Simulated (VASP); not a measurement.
Crystal: SnO2.

```
Sn O
1.0
    -3.24890    3.41447    3.41402
     3.24890   -3.41447    3.41402
     3.24890    3.41447   -3.41402
Sn O
4 8
Direct
  0.50000 0.00000 0.00000
  0.50000 0.50000 0.50000
  0.00360 0.75360 0.25000
  0.99640 0.24640 0.75000
  0.80650 0.80377 0.49728
  0.80650 0.30922 0.00272
  0.30244 0.24594 0.05649
  0.68944 0.24594 0.44350
  0.31056 0.75406 0.55649
  0.19350 0.69078 0.99728
  0.69756 0.75406 0.94351
  0.19350 0.19623 0.50272
```

Base run:

| Property | Result |
| --- | --- |
| Program | VASP 6.6.1 |
| Functional | PBE |
| Potentials or basis | VASP PAW PBE potentials, release 64 (Sn_d, O) |
| Cutoff | 520 eV |
| k mesh | 6 × 6 × 6 |
| Occupations | fermi-dirac, width 0.05 eV |
| Spin | no spin polarisation |

Its results: band gap on the k mesh 0.62 eV; pressure -0.2 GPa; largest force 0.058 eV/Å.

**Question.** The run is repeated on the same cell with these changes: functional from PBE to PBEsol; cutoff from 520 eV to 600 eV. What comes out?

**Answer.** Band gap on the k mesh 0.53 eV; pressure -6.1 GPa; largest force 0.085 eV/Å.

PBEsol binds more tightly than PBE, so the same cell stands under less pressure.

Caveats: spin-orbit coupling is left out, which moves the levels of the heavy elements; the cell stands under tension (at least some runs); the PAW data sets were made with another functional, which shifts forces and pressure a little (at least some runs).

